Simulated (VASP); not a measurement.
A run of VASP 6.6.1:

INCAR

```
PREC = Accurate
ENCUT = 600
EDIFF = 1E-6
ISMEAR = 0
SIGMA = 0.02
LREAL = F
LASPH = T
NELM = 60
ALGO = Normal
ISIF = 4
LWAVE = F
LCHARG = F
GGA = PE
IBRION = 2
NSW = 50
EDIFFG = -0.01
```

Contents of KPOINTS:

```
Automatic mesh
0
Gamma
  6 6 6
```

Contents of POSCAR:

```
Al2O3
1.0
    2.3800667029      1.3741321516      4.3303084554
   -2.3800667029      1.3741321516      4.3303084554
    0.0000000000     -2.7482643032      4.3303084554
Al O
4 6
Direct
    0.3521453632      0.3521453632      0.3521453632
    0.1478546368      0.1478546368      0.1478546368
    0.6478546368      0.6478546368      0.6478546368
    0.8521453632      0.8521453632      0.8521453632
    0.5561715225      0.9438284775      0.2500000000
    0.2500000000      0.5561715225      0.9438284775
    0.9438284775      0.2500000000      0.5561715225
    0.4438284775      0.0561715225      0.7500000000
    0.7500000000      0.4438284775      0.0561715225
    0.0561715225      0.7500000000      0.4438284775
```

Potentials or basis: VASP PAW PBE potentials, release 64 (Al, O).

The run is started by

```sh
$ cat potpaw_PBE.64/Al/POTCAR potpaw_PBE.64/O/POTCAR > POTCAR
$ mpirun -np 1 vasp_std > vasp.out
```

Hardware: 1 thread of Intel Xeon 8259CL (shared host).

Task: Estimate the wall time of this run.

Result: Run time: 7.3 min on 1 thread of Intel Xeon 8259CL, with other jobs on the host, peak memory 0.26 GiB. Counts: scf iterations 18, k points 32, ion steps 2.
